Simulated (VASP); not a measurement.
Set up this calculation in VASP 6.6.1, as the native input.

```yaml
Task: single point
Functional: PBE
Potentials_or_basis: VASP PAW PBE potentials, release 64 (Cd, S)
Cutoff: 500 eV
k_mesh: 4 × 4 × 4
Occupations: methfessel-paxton, width 0.0680285 eV
Spin: no spin polarisation
Dipole_correction: no
Further_INCAR_settings: ALGO = Normal; EDIFF = 1e-06; NBANDS = 16
```

The structure of CdS lies in POSCAR:

```
CdS
1.0
    0.0000000000      2.9429534649      2.9429534649
    2.9429534649      0.0000000000      2.9429534649
    2.9429534649      2.9429534649      0.0000000000
Cd S
1 1
Direct
    0.0000000000      0.0000000000      0.0000000000
    0.2500000000      0.2500000000      0.2500000000
```

These files were run (other wordings do the same):

INCAR

```
SYSTEM = CdS
  ALGO = Normal
  EDIFF = 1E-6
  ENCUT = 500
  GGA = PE
  GGA_COMPAT = .False.
  ISIF = 2
  ISMEAR = 1
  LASPH = .True.
  LCHARG = .False.
  LREAL = .False.
  LWAVE = .False.
  NBANDS = 16
  NELM = 120
  PREC = Accurate
  SIGMA = 0.06802846561497
```

KPOINTS

```
k-points
0
Gamma
  4 4 4
  0 0 0
```

Potentials or basis: VASP PAW PBE potentials, release 64 (Cd, S).

The run is started by

```sh
$ cat potpaw_PBE.64/Cd/POTCAR potpaw_PBE.64/S/POTCAR > POTCAR
$ mpirun -np 1 vasp_std > vasp.out
```

It gave:

```json
{
 "Pressure": "1.6 GPa",
 "Band gap on the k mesh": "1.08 eV, direct"
}
```

Caveat: the k points lie up to 0.46 Å⁻¹ apart.

Wall time 9 s on 1 thread of Intel Xeon 6975P-C (shared host), peak memory 0.16 GiB.
